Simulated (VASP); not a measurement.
# SiCl (P6_3mc) in VASP: further runs

SiCl is run at these levels: PBEsol; tasks: single point.

Program: VASP 6.6.1. These are calculated values, not measurements. Logs are shortened: lines on timing, memory, paths and dates and some standing lists are left out, and cuts for length are marked.

### 1 The cell of the first run

Symmetry: P6_3mc, No. 186, hexagonal system. The conventional cell has a = 3.417 Å, b = 3.417 Å, c = 9.270 Å, α = 90.00°, β = 90.00°, γ = 120.00°. Si (site symmetry 3m) has 1 Cl at 2.19 Å within 2.9 Å. Within 2.9 Å of Cl (site symmetry 3m) lie 1 Si at 2.19 Å.

### 2 Single point, PBEsol (Sn replaced by Si, lengths x 0.930, strained)

File INCAR:

```
SYSTEM = SiCl
PREC = Accurate
ENCUT = 500
EDIFF = 1E-6
ISMEAR = 0
SIGMA = 0.1
LREAL = .FALSE.
LASPH = .TRUE.
NELM = 120
ALGO = Normal
ISIF = 2
LWAVE = .FALSE.
LCHARG = .FALSE.
GGA = PS
NBANDS = 19
GGA_COMPAT = .FALSE.
```

File KPOINTS:

```
regular mesh
0
G
  15 15 6
  0 0 0
```

File POSCAR:

```
SiCl
1.0
    3.4173961775      0.0000000000      0.0000000000
   -1.7086980887      2.9595519044      0.0000000000
    0.0000000000      0.0000000000      9.2699774664
Si Cl
2 2
Direct
    0.3333333300      0.6666666700      0.3056027366
    0.6666666700      0.3333333300      0.8056027366
    0.3333333300      0.6666666700      0.0693982634
    0.6666666700      0.3333333300      0.5693982634
```

Potentials or basis: VASP PAW PBE potentials, release 64 (Si, Cl).

The run is started by

```console
cat potpaw_PBE.64/Si/POTCAR potpaw_PBE.64/Cl/POTCAR > POTCAR
mpirun -np 1 vasp_std > vasp.out
```

OUTCAR:

```text
SYSTEM = SiCl
   PREC = Accurate
   ENCUT = 500
   EDIFF = 1E-6
   ISMEAR = 0
   LREAL = .FALSE.
   LASPH = .TRUE.
   NELM = 120
   ISIF = 2
   GGA = PS

 ion  position               nearest neighbor table
   1  0.333  0.667  0.306-   3 2.19
   2  0.667  0.333  0.806-   4 2.19
   3  0.333  0.667  0.069-   1 2.19
   4  0.667  0.333  0.569-   2 2.19

  LATTYP: Found a hexagonal cell.
 ALAT       =     3.4173961775
 C/A-ratio  =     2.7125849579

  Lattice vectors:

 A1 = (   3.4173961775,   0.0000000000,   0.0000000000)
 A2 = (  -1.7086980887,   2.9595519044,   0.0000000000)
 A3 = (   0.0000000000,   0.0000000000,   9.2699774664)

Analysis of symmetry for initial positions (statically):
=====================================================================
 Subroutine PRICEL returns:
 Original cell was already a primitive cell.

 Routine SETGRP: Setting up the symmetry group for a
 hexagonal supercell.

 Subroutine GETGRP returns: Found 12 space group operations
 (whereof  6 operations were pure point group operations)
 out of a pool of 24 trial point group operations.

The static configuration has the point symmetry C_3v.
 The point group associated with its full space group is C_6v.

Analysis of symmetry for dynamics (positions and initial velocities):
=====================================================================
 Subroutine PRICEL returns:
 Original cell was already a primitive cell.

 Routine SETGRP: Setting up the symmetry group for a
 hexagonal supercell.

 Subroutine GETGRP returns: Found 12 space group operations
 (whereof  6 operations were pure point group operations)
 out of a pool of 24 trial point group operations.

The dynamic configuration has the point symmetry C_3v.
 The point group associated with its full space group is C_6v.

 Subroutine INISYM returns: Found 12 space group operations
 (whereof  6 operations are pure point group operations),
 and found     1 'primitive' translations

----------------------------------------------------------------------------------------

                                     Primitive cell

  volume of cell :      93.7562

  direct lattice vectors                    reciprocal lattice vectors
     3.417396178  0.000000000  0.000000000     0.292620448  0.168944494  0.000000000
    -1.708698089  2.959551904  0.000000000     0.000000000  0.337888989  0.000000000
     0.000000000  0.000000000  9.269977466     0.000000000  0.000000000  0.107875127

  length of vectors
     3.417396178  3.417396177  9.269977466     0.337888989  0.337888989  0.107875127

  position of ions in fractional coordinates (direct lattice)
     0.333333330  0.666666670  0.305602737
     0.666666670  0.333333330  0.805602737
     0.333333330  0.666666670  0.069398263
     0.666666670  0.333333330  0.569398263

  ion indices of the primitive-cell ions
   primitive index   ion index
                 1           1
                 2           2
                 3           3
                 4           4

----------------------------------------------------------------------------------------

 KPOINTS: regular mesh

Automatic generation of k-mesh.
 Grid dimensions read from file:
 generate k-points for:   15   15    6

 Generating k-lattice:

  Cartesian coordinates                     Fractional coordinates (reciprocal lattice)
     0.019508030  0.011262966  0.000000000     0.066666667  0.000000000  0.000000000
     0.000000000  0.022525933  0.000000000     0.000000000  0.066666667  0.000000000
     0.000000000  0.000000000  0.017979188     0.000000000  0.000000000  0.166666667

  Length of vectors
     0.022525933  0.022525933  0.017979188

  Shift w.r.t. Gamma in fractional coordinates (k-lattice)
     0.000000000  0.000000000  0.000000000

 Subroutine IBZKPT returns following result:
 ===========================================

 Found    108 irreducible k-points:

 Following reciprocal coordinates:
            Coordinates               Weight
  0.000000  0.000000  0.000000      1.000000
  0.066667 -0.000000  0.000000      6.000000
  0.133333  0.000000  0.000000      6.000000
  0.200000  0.000000  0.000000      6.000000
  0.266667  0.000000  0.000000      6.000000
  0.333333  0.000000  0.000000      6.000000
[... 16 lines left out ...]
  0.333333  0.200000  0.000000     12.000000
  0.400000  0.200000  0.000000      6.000000
 [... further k-points ...]
   k-points           NKPTS =    108   k-points in BZ     NKDIM =    108   number of bands    NBANDS=     19
   number of dos      NEDOS =    301   number of ions     NIONS =      4
   total plane-waves  NPLWV =  54880
   dimension x,y,z NGX =    28 NGY =   28 NGZ =   70
   dimension x,y,z NGXF=    56 NGYF=   56 NGZF=  140
   ions per type =               2   2
   NGX,Y,Z   is equivalent  to a cutoff of  13.62, 13.62, 12.55 a.u.
   NGXF,Y,Z  is equivalent  to a cutoff of  27.24, 27.24, 25.11 a.u.
 SYSTEM =  SiCl
   PREC   = accura    normal or accurate (medium, high low for compatibility)
   ISTART =      0    job   : 0-new  1-cont  2-samecut
   ICHARG =      2    charge: 1-file 2-atom 10-const
   ISPIN  =      1    spin polarized calculation?
   LNONCOLLINEAR =      F non collinear calculations
   LSORBIT =      F    spin-orbit coupling
   LASPH  =      T    aspherical Exc in radial PAW
   ENCUT  =  500.0 eV  36.75 Ry    6.06 a.u.   6.23  6.23 16.90*2*pi/ulx,y,z
   NELM   =    120;   NELMIN=  2; NELMDL= -5     # of ELM steps
   EDIFF  = 0.1E-05   stopping-criterion for ELM
   LREAL  =      F    real-space projection
   EDIFFG = 0.1E-04   stopping-criterion for IOM
   NSW    =      0    number of steps for IOM
   IBRION =     -1    ionic relax: 0-MD 1-quasi-New 2-CG
   NFREE  =      0    steps in history (QN), initial steepest desc. (CG)
   ISIF   =      2    stress and relaxation
   ISYM   =      2    0-nonsym 1-usesym 2-fastsym
   POTIM  = 0.5000    time-step for ionic-motion
   TEBEG  =    0.0;   TEEND  =   0.0 temperature during run
   PSTRESS=    0.0 pullay stress
   NELECT =      22.0000    total number of electrons
   NUPDOWN=      -1.0000    fix difference up-down
   EMIN   =  10.00;   EMAX   =-10.00  energy-range for DOS
   EFERMI =   0.00;   METHOD = LEGACY
   ISMEAR =     0;   SIGMA  =   0.10  broadening in eV -4-tet -1-fermi 0-gaus
   EFERMI_NEDOS =   21; number of points for ismear=-14 and -15
   IALGO  =     38    algorithm
   IMIX   =      4    mixing-type and parameters
     AMIX     =   0.40;   BMIX     =  1.00
     AMIX_MAG =   1.60;   BMIX_MAG =  1.00
  volume/ion in A,a.u.               =      23.44       158.17
  Fermi-wavevector in a.u.,A,eV,Ry     =   1.009754  1.908159 13.872553  1.019604
  Thomas-Fermi vector in A             =   2.142702
   LORBIT       =      0    0 simple, 1 ext, 2 COOP (PROOUT), +10 PAW based schemes
   GGA     = PS    functional components
   LHFCALC =     F    Hartree Fock is set to
   AEXX    =    0.0000 exact exchange contribution
   IVDW    =     0    specifies the selected vdW correction
   LEPSILON=     F    determine dielectric tensor
   LRPA    =     F    only Hartree local field effects (RPA)
 non-spin polarized calculation
 Gauss-broadening in eV      SIGMA  =   0.10
  energy-cutoff  :      500.00
  volume of cell :       93.76
 maximum number of plane-waves:      2410
 NGX is ok and might be reduce to    28
   NGX = 13   NGY = 13   NGZ = 33

 number of electron      21.9999999 magnetization

 Free energy of the ion-electron system (eV)
  ---------------------------------------------------
  ext. energy  EPLUGINS =         0.00000000
  ---------------------------------------------------
  free energy    TOTEN  =       -15.08982369 eV

  energy without entropy =      -15.08310796  energy(sigma->0) =      -15.08646583

 E-fermi :   3.5264     XC(G=0):  -9.2024

 val. band max:        3.4785485465   @ k =   0.3333   0.0667   0.5000
 cond. band min:       3.5284145634   @ k =   0.3333   0.3333   0.3333
 fundamental gap:      0.0498660168
 Fermi energy:         3.5264025807

 k-point     1 :       0.0000    0.0000    0.0000
  band No.  band energies     occupation
      1     -12.6161      2.00000
      2     -12.4737      2.00000
      3      -5.7598      2.00000
      4      -3.8008      2.00000
      5      -2.3194      2.00000
      6       1.5033      2.00000
[... 11 lines left out ...]
     18      10.1387      0.00000
     19      12.7427      0.00000

 k-point     2 :       0.0667   -0.0000    0.0000
  band No.  band energies     occupation
      1     -12.5905      2.00000
      2     -12.4507      2.00000
      3      -5.7024      2.00000
      4      -3.7596      2.00000
      5      -2.2834      2.00000
      6       1.3061      2.00000
[... 11 lines left out ...]
     18      10.3797      0.00000
     19      12.4447      0.00000

 k-point     3 :       0.1333    0.0000    0.0000
  band No.  band energies     occupation
      1     -12.5166      2.00000
      2     -12.3848      2.00000
      3      -5.5322      2.00000
      4      -3.6414      2.00000
      5      -2.1804      2.00000
      6       0.8191      2.00000
[... 11 lines left out ...]
     18      10.8712      0.00000
     19      12.0419      0.00000

 k-point     4 :       0.2000    0.0000    0.0000
  band No.  band energies     occupation
      1     -12.4039      2.00000
      2     -12.2850      2.00000
      3      -5.2564      2.00000
      4      -3.4633      2.00000
      5      -2.0282      2.00000
      6       0.1946      2.00000
[... 407 lines left out ...]
     18      11.3569      0.00000
     19      11.9311      0.00000

 k-point    23 :       0.3333    0.2000    0.0000
  band No.  band energies     occupation
      1     -11.9095      2.00000
      2     -11.8742      2.00000
      3      -3.5737      2.00000
      4      -2.8860      2.00000
      5      -1.6009      2.00000
      6      -1.3164      2.00000
[... 11 lines left out ...]
     18      11.5457      0.00000
     19      11.7788      0.00000

 k-point    24 :       0.4000    0.2000    0.0000
  band No.  band energies     occupation
      1     -11.8794      2.00000
      2     -11.8549      2.00000
      3      -3.3891      2.00000
      4      -2.9195      2.00000
      5      -1.5636      2.00000
      6      -1.4251      2.00000
[... 11 lines left out ...]
     18      11.7169      0.00000
     19      11.8433      0.00000

 [... further k-points ...]

------------------------ aborting loop because EDIFF is reached ----------------------------------------

  FORCE on cell =-STRESS in cart. coord.  units (eV):
  Direction    XX          YY          ZZ          XY          YZ          ZX
  --------------------------------------------------------------------------------------
  -------------------------------------------------------------------------------------
  Total       -3.3898881     -3.3898881     -1.9053772     -0.0000000     -0.0000000      0.0000000
  in kB      -57.9289928    -57.9289928    -32.5605383     -0.0000000     -0.0000000      0.0000000
  external PRESSURE =     -49.4728413 kB  Pullay stress =       0.0000000 kB

 VOLUME and BASIS-vectors are now :
 -----------------------------------------------------------------------------
  energy-cutoff  :      500.00
  volume of cell :       93.76
      direct lattice vectors                 reciprocal lattice vectors
     3.417396178  0.000000000  0.000000000     0.292620448  0.168944494  0.000000000
    -1.708698089  2.959551904  0.000000000     0.000000000  0.337888989  0.000000000
     0.000000000  0.000000000  9.269977466     0.000000000  0.000000000  0.107875127

 POSITION                                       TOTAL-FORCE (eV/Angst)
 -----------------------------------------------------------------------------------
     -0.00000      1.97303      2.83293         0.000000      0.000000     -0.855926
      1.70870      0.98652      7.46792         0.000000     -0.000000     -0.855926
     -0.00000      1.97303      0.64332         0.000000     -0.000000      0.855926
      1.70870      0.98652      5.27831        -0.000000      0.000000      0.855926
 -----------------------------------------------------------------------------------
    total drift:                                0.000002     -0.000001     -0.001568

  FREE ENERGIE OF THE ION-ELECTRON SYSTEM (eV)
  ---------------------------------------------------
  free  energy   TOTEN  =       -15.0898236936 eV

  energy  without entropy=      -15.0831079638  energy(sigma->0) =      -15.08646583
```

It took 7 min on 1 thread of AMD EPYC 7R13, shared host; peak memory 0.28 GiB.

Results:

```yaml
Free_energy: -15.0898 eV
Pressure: -4.9 GPa
Largest_force: 0.856 eV/Å
Band_gap_on_the_k_mesh: zero (band 11 reaches 7.17 eV, above the bottom of band 12 at 2.60 eV)
```

Forces on the atoms (eV/Å):
```
Si   0.000  0.000 -0.856
Si   0.000  0.000 -0.856
Cl   0.000  0.000  0.856
Cl   0.000  0.000  0.856
```

Caveat: the cell differs from its parent crystal (Sn replaced by Si, lengths x 0.930, strained); the PAW data sets were made with another functional, which shifts forces and pressure a little.

### 3 Single point, PBEsol (Sn replaced by Si, lengths x 0.930, strained)

File INCAR:

```
ALGO     = Normal         # electronic algorithm
EDIFF    = 1E-6           # SCF threshold, eV
ENCUT    = 500            # plane-wave cutoff, eV
GGA      = PS             # functional
GGA_COMPAT= False        
ISIF     = 2              # what is computed and relaxed
ISMEAR   = 0              # smearing method
LASPH    = True           # aspherical terms in the spheres
LCHARG   = True           # write CHGCAR
LELF     = True           # ELF
LREAL    = False          # projectors in reciprocal space
LVHAR    = True         
LWAVE    = False          # write WAVECAR
NBANDS   = 19             # bands
NELM     = 120            # most SCF steps
PREC     = Accurate       # precision mode
SIGMA    = 0.1            # smearing width, eV
```

File KPOINTS:

```
k-points
0
Gamma
  6 6 2
```

File POSCAR:

```
SiCl
1.0
    3.1516963090      0.0000000000      0.0000000000
   -1.5758481545      2.7294490686      0.0000000000
    0.0000000000      0.0000000000      9.0672230365
Si Cl
2 2
Direct
    0.3333333300      0.6666666700      0.3205100000
    0.6666666700      0.3333333300      0.8205100000
    0.3333333300      0.6666666700      0.0544910000
    0.6666666700      0.3333333300      0.5544910000
```

Potentials or basis: VASP PAW PBE potentials, release 64 (Si, Cl).

The run is started by

```console
cat potpaw_PBE.64/Si/POTCAR potpaw_PBE.64/Cl/POTCAR > POTCAR
mpirun -np 1 vasp_std > vasp.out
```

Run time: 20 s. Hardware: 1 thread of AMD EPYC 7R43 (Zen 3), shared host; peak memory 0.15 GiB.

Results (log left out):

* Free energy: -15.0313 eV
* Pressure: -3.0 GPa
* Largest force: 0.672 eV/Å
* Band gap on the k mesh: zero (band 11 reaches 8.90 eV, above the bottom of band 12 at 4.24 eV)

Forces on the atoms (eV/Å):
```
Si   0.000  0.000 -0.672
Si   0.000  0.000 -0.672
Cl   0.000  0.000  0.672
Cl   0.000  0.000  0.672
```

Stress tensor (GPa, compression positive):
```
-2.06  0.00  0.00
 0.00 -2.06  0.00
 0.00  0.00 -4.96
```

Levels at points of the mesh, in eV from the Fermi level:
```
           k point  band 8  band 9  band 10  band 11  band 12  band 13
(0.00, 0.00, 0.00)   -0.97   -0.91    -0.91     1.47     5.31     6.09
(0.50, 0.00, 0.00)   -2.08   -2.05    -1.89    -1.71    -0.77     3.60
(0.00, 0.00, 0.50)   -0.94   -0.94    -0.94     3.89     3.89     6.34
(0.50, 0.00, 0.50)   -3.31   -1.99    -1.99    -0.44    -0.44     3.61
```

Caveat: the k points lie up to 0.38 Å⁻¹ apart; the cell differs from its parent crystal (Sn replaced by Si, lengths x 0.930, strained); the PAW data sets were made with another functional, which shifts forces and pressure a little.
